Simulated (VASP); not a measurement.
Wanted: the native input for a VASP 6.6.1 run.

```
Task                   : single point
Functional             : PBE
Potentials or basis    : VASP PAW PBE potentials, release 64 (Al, Ni)
Cutoff                 : 520 eV
k mesh                 : 16 × 16 × 16
Occupations            : gaussian, width 0.15 eV
Spin                   : no spin polarisation
Dipole correction      : no
Further INCAR settings : ALGO = Normal; EDIFF = 1e-06; NBANDS = 14
```

The structure of AlNi lies in POSCAR:

```
AlNi
1.0
    2.7657600000      0.0000000000      0.0000000000
    0.0000000000      2.7657600000      0.0000000000
    0.0000000000      0.0000000000      3.1114800000
Al Ni
1 1
Direct
    0.0000000000      0.0000000000      0.0000000000
    0.5000000000      0.5000000000      0.5000000000
```

This cell differs from its parent crystal: strain -0.040 along x and y, +0.080 along z.

One way to write it, as run:

INCAR

```
SYSTEM = AlNi
PREC = Accurate
ENCUT = 520
EDIFF = 1E-6
ISMEAR = 0
SIGMA = 0.15
LREAL = .False.
LASPH = .True.
NELM = 100
ALGO = Normal
ISIF = 2
LWAVE = .False.
LCHARG = .True.
GGA = PE
LELF = .True.
LVHAR = .True.
NBANDS = 14
```

KPOINTS

```
regular mesh
0
Gamma
  16 16 16
  0 0 0
```

Potentials or basis: VASP PAW PBE potentials, release 64 (Al, Ni).

Run with:

```console
$ cat potpaw_PBE.64/Al/POTCAR potpaw_PBE.64/Ni/POTCAR > POTCAR
$ mpirun -np 1 vasp_std > vasp.out
```

Results of the run:

The pressure is 3.4 GPa.

Caveat: the cell differs from its parent crystal (strain -0.040 along x and y, +0.080 along z).

Wall time 32 s on 1 thread of Intel(R) Xeon(R) 6975P-C (Granite Rapids), with other jobs on the host, peak memory 0.25 GiB.
